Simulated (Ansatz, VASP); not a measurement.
AlN: VASP beside Ansatz

```xyz
4
Lattice="3.1286 0.0000 0.0000 -1.5643 2.7094 0.0000 0.0000 0.0000 5.0170" Properties=species:S:1:pos:R:3 pbc="T T T"
Al    1.5643    0.9031    2.5049
Al    0.0000    1.8063    5.0134
N     1.5643    0.9031    4.4185
N     0.0000    1.8063    1.9100
```

Alike in both runs: task relaxation of cell and atoms; functional PBEsol; k mesh 9 × 9 × 4; occupations gaussian, width 0.02 eV; no spin polarisation.

|  | VASP | Ansatz |
| --- | --- | --- |
| version | VASP 6.6.1 | Ansatz 0.2.0 |
| potentials or method | VASP PAW PBE potentials, release 64 (Al, N), cutoff 600 eV | scalar-relativistic, plane waves, PAW |
| valence electrons in the cell | 16 | 16 |

VASP gave:

- gap on the k mesh at the Fermi level, each at its own relaxed structure (eV): 4.12
- relaxed volume (Å³/atom): 10.45
- relaxed cell length with the largest relative difference (Å): 4.982

Q: Estimate Ansatz's values.

A: gap on the k mesh at the Fermi level, each at its own relaxed structure (eV): 4.09; relaxed volume (Å³/atom): 10.46; relaxed cell length with the largest relative difference (Å): 4.984.

VASP's potentials were made for PBE, not for PBEsol.
